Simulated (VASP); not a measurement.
## GeCl5: single point with PBE

Crystal: GeCl5.

```
CELL_PARAMETERS angstrom
5.71394 0.00000 0.00000
-2.85697 4.94842 0.00000
0.00000 0.00000 7.25621
ATOMIC_POSITIONS crystal
Ge 0.00000 0.00000 0.00000
Cl 0.50000 0.00000 0.00000
Cl 0.00000 0.50000 0.00000
Cl 0.50000 0.50000 0.00000
Cl 0.00000 0.00000 0.30698
Cl 0.00000 0.00000 0.69302
```

The cell was generated, and may not be a known phase.

- Program: VASP 6.6.1
- Task: single point
- Functional: PBE
- Potentials or basis: VASP PAW PBE potentials, release 64 (Ge_d, Cl)
- Cutoff: 520 eV
- k mesh: 12 × 12 × 6
- Occupations: gaussian, width 0.1 eV
- Spin: no spin polarisation
- Dipole correction: no
- Further INCAR settings: ALGO = Normal; EDIFF = 1e-06; NBANDS = 34

The pressure is -0.1 GPa and the largest force is 0.026 eV/Å. The band gap on the k mesh is zero (an odd number of electrons rules out a gap without spin polarisation).

Forces on the atoms (eV/Å):
```
Ge   0.000  0.000  0.000
Cl   0.000  0.000  0.000
Cl   0.000  0.000  0.000
Cl   0.000  0.000  0.000
Cl   0.000  0.000 -0.026
Cl   0.000  0.000  0.026
```

Levels at points of the mesh, in eV from the Fermi level:
| k point | band 21 | band 22 | band 23 | band 24 | band 25 | band 26 | band 27 | band 28 |
| --- | --- | --- | --- | --- | --- | --- | --- | --- |
| (0.00, 0.00, 0.00) | -1.29 | -1.29 | -1.26 | -0.56 | 0.41 | 0.41 | 5.00 | 5.00 |
| (0.50, 0.00, 0.00) | -1.87 | -1.77 | -1.24 | -1.01 | -0.12 | 0.30 | 2.01 | 4.26 |
| (0.00, 0.00, 0.50) | -1.29 | -1.29 | -0.56 | 0.43 | 0.43 | 0.74 | 5.20 | 5.20 |
| (0.50, 0.00, 0.50) | -1.83 | -1.57 | -1.45 | -1.12 | 0.30 | 1.37 | 2.25 | 4.44 |

It took 7.2 min on 1 thread of Intel(R) Xeon(R) Platinum 8259CL CPU @ 2.50GHz (Skylake/Cascade Lake), with other jobs on the host, peak memory 0.58 GiB.

Caveat: an odd number of electrons without spin polarisation forces a metal; a magnetic or distorted state may lie lower.
